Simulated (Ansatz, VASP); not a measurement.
**Mo4C in VASP and in Ansatz**

INCAR

```
PREC = Accurate
ENCUT = 520
EDIFF = 1E-6
ISMEAR = 0
SIGMA = 0.1
LREAL = False
LASPH = True
NELM = 100
ALGO = Normal
ISIF = 2
LWAVE = False
LCHARG = False
LDIPOL = True
IDIPOL = 3
DIPOL = 0.5 0.5 0.351
GGA = CA
NBANDS = 38
```

File KPOINTS:

```
Automatic mesh
0
Gamma
  9 9 1
```

File POSCAR:

```
Mo4C
1.0
    3.1111816891      0.0000000000      0.0000000000
    0.0000000000      3.1111816891      0.0000000000
    0.0000000000      0.0000000000     21.5098172784
Mo C
4 1
Direct
    0.5000000000      0.5000000000      0.1859615983
    0.0000000000      0.0000000000      0.2582816382
    0.5000000000      0.5000000000      0.3325055024
    0.0000000000      0.0000000000      0.3956248056
    0.1250000000      0.1250000000      0.5839109238
```

Input for Ansatz:

```yaml
crystal:
  lattice:
    - [3.1111816891, 0.0, 0.0]
    - [0.0, 3.1111816891, 0.0]
    - [0.0, 0.0, 21.5098172784]
  atoms:
    - { symbol: Mo, position: [0.5, 0.5, 0.1859615983] }
    - { symbol: Mo, position: [0.0, 0.0, 0.2582816382] }
    - { symbol: Mo, position: [0.5, 0.5, 0.3325055024] }
    - { symbol: Mo, position: [0.0, 0.0, 0.3956248056] }
    - { symbol: C, position: [0.125, 0.125, 0.5839109238] }
basis:
  ecutwfc: 420
kpoints:
  mp_grid: { grid: [9, 9, 1] }
hamiltonian:
  xc: lda
scf:
  occupations: { method: gaussian, width: 0.1 }
output:
  forces: true
  eigenvalues: true
efield:
  axis: 3
  dipole_correction: true
  ramp_width: 0.04
```

Alike in both runs: task single point; functional LDA; k mesh 9 × 9 × 1; occupations gaussian, width 0.1 eV; no spin polarisation.

|  | VASP | Ansatz |
| --- | --- | --- |
| version | VASP 6.6.1 | Ansatz 0.2.0 |
| potentials or method | VASP PAW LDA potentials, release 64 (Mo_sv, C), cutoff 520 eV | scalar-relativistic, plane waves, PAW |
| valence electrons in the cell | 60 | 60 |

VASP gave:

* gap on the k mesh at the Fermi level (eV): none
* rms of the force components (eV/Å): 0.665

Question: What did Ansatz give for the same quantities?

Answer: gap on the k mesh at the Fermi level (eV): none; rms of the force components (eV/Å): 0.669.

LDA's correlation is that of Perdew and Zunger in VASP and of Perdew and Wang (1992) in Ansatz. Atom by atom the forces differ by 0.030 eV/Å (rms over components). A gap of «none» marks a metal or a gap that the smearing closes. Ansatz's warnings: vacuum density over bound.
